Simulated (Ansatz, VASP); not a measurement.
# Two plane-wave programs on Ba

```
Ba
1.0
     4.08281    0.00000    0.00000
     0.00000    4.08281    0.00000
     0.00000    0.00000    4.08281
Ba
1
Direct
  0.00000 0.00000 0.00000
```

Alike in both runs: task single point; functional PBEsol; k mesh 4 × 4 × 4; occupations gaussian, width 0.1 eV; no spin polarisation.

|  | VASP | Ansatz |
| --- | --- | --- |
| version | VASP 6.6.1 | Ansatz 0.2.0 |
| potentials or method | VASP PAW PBE potentials, release 64 (Ba_sv), cutoff 500 eV | scalar-relativistic, plane waves, PAW |
| valence electrons in the cell | 10 | 10 |

```tsv
	VASP	Ansatz	Ansatz less VASP
gap on the k mesh at the Fermi level (eV)	none	none	-
pressure (GPa)	-1.2	-1.3	-0.09
```

VASP's potentials were made for PBE, not for PBEsol. A gap of «none» marks a metal or a gap that the smearing closes. The functional is the same, so the differences come from potentials, cutoffs and numerics.

The k mesh is coarse, so the values compare programs but aren't converged. Spin-orbit coupling is off throughout.
